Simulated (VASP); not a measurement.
Input of a VASP 6.6.1 run:

Contents of POSCAR:

```
Re
1.0
    0.0000000000      1.9468452412      1.9468452412
    1.9468452412      0.0000000000      1.9468452412
    1.9468452412      1.9468452412      0.0000000000
Re
1
Direct
    0.0000000000      0.0000000000      0.0000000000
```

File INCAR.step1:

```
ALGO = Normal
EDIFF = 1E-5
ENCUT = 520
GGA = PE
GGA_COMPAT = F
ISIF = 2
ISMEAR = -1
LASPH = T
LCHARG = F
LREAL = F
LWAVE = T
NBANDS = 10
NELM = 120
PREC = Accurate
SIGMA = 0.1
```

Contents of INCAR.step2:

```
ALGO = Normal
EDIFF = 1E-6
ENCUT = 520
GGA = PE
GGA_COMPAT = F
HFSCREEN = 0.2079
ISIF = 2
ISMEAR = -1
ISTART = 1
LASPH = T
LCHARG = F
LHFCALC = T
LREAL = F
LWAVE = F
NBANDS = 10
NELM = 120
PREC = Accurate
PRECFOCK = Normal
SIGMA = 0.1
```

The input KPOINTS:

```
k-points
0
Gamma
  6 6 6
```

Potentials or basis: VASP PAW PBE potentials, release 64 (Re).

The run is started by

```sh
$ cat potpaw_PBE.64/Re/POTCAR > POTCAR
$ cp INCAR.step1 INCAR
$ mpirun -np 1 vasp_std > vasp.out
$ cp INCAR.step2 INCAR
$ mpirun -np 1 vasp_std > vasp.out
```

(1) What does it give for the band gap on the k mesh?

(2) Estimate the pressure.

Results:

(1) zero (an odd number of electrons rules out a gap without spin polarisation).

(2) -8.7 GPa.

Caveat: the k points lie up to 0.47 Å⁻¹ apart, too coarse for converged energies and pressures of a metal; the PAW data sets were made with another functional, which shifts forces and pressure a little; spin-orbit coupling is left out, which moves the levels of the heavy elements.
